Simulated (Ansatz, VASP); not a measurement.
# W: VASP beside Ansatz

The input INCAR:

```
SYSTEM = W
ALGO = Normal
EDIFF = 1E-6
ENCUT = 520
GGA = PS
ISIF = 2
ISMEAR = -1
LASPH = .True.
LCHARG = .False.
LREAL = .False.
LWAVE = .False.
NBANDS = 21
NELM = 80
PREC = Accurate
SIGMA = 0.1
```

KPOINTS

```
k-points
0
Gamma
  14 14 14
  0 0 0
```

The input POSCAR:

```
W
1.0
    0.0000000000      2.4282067449      2.4282067449
    2.4282067449      0.0000000000      2.4282067449
    2.4282067449      2.4282067449      0.0000000000
W
2
Direct
   -0.1250000000     -0.1250000000     -0.1250000000
    0.1250000000      0.1250000000      0.1250000000
```

Input for Ansatz:

```yaml
crystal:
  lattice:
    - [0.0, 2.4282067449, 2.4282067449]
    - [2.4282067449, 0.0, 2.4282067449]
    - [2.4282067449, 2.4282067449, 0.0]
  atoms:
    - { symbol: W, position: [-0.125, -0.125, -0.125] }
    - { symbol: W, position: [0.125, 0.125, 0.125] }
kpoints:
  mp_grid: { grid: [14, 14, 14] }
scf:
  occupations: { method: fermi_dirac, width: 0.1 }
hamiltonian:
  xc: pbesol
  pseudopotentials: { kind: all_electron, lapw: { basis_error: 0.001 } }
output:
  forces: true
  stress: true
  eigenvalues: true
  populations: true
```

Change from the starting cell: volume scaled by 0.6, LAPW.

Alike in both runs: task single point; functional PBEsol; k mesh 14 × 14 × 14; occupations fermi-dirac, width 0.1 eV; no spin polarisation.

|  | VASP | Ansatz |
| --- | --- | --- |
| version | VASP 6.6.1 | Ansatz 0.2.0 |
| potentials or method | VASP PAW PBE potentials, release 64 (W_sv), cutoff 520 eV | all-electron LAPW, scalar-relativistic |

VASP gave:

| Item | Value |
| --- | --- |
| pressure (GPa) | 194.2 |

**Question.** What did Ansatz give for the same quantities?

**Answer.** Pressure (GPa): 180.9.

VASP's potentials were made for PBE, not for PBEsol. Both programs put the cell under a high pressure, so it lies far from rest at this level. Ansatz ran all-electron here, and VASP with PAW potentials.

Neither program's run includes spin-orbit coupling. Noted on VASP's run: the cell as given lies far from equilibrium.
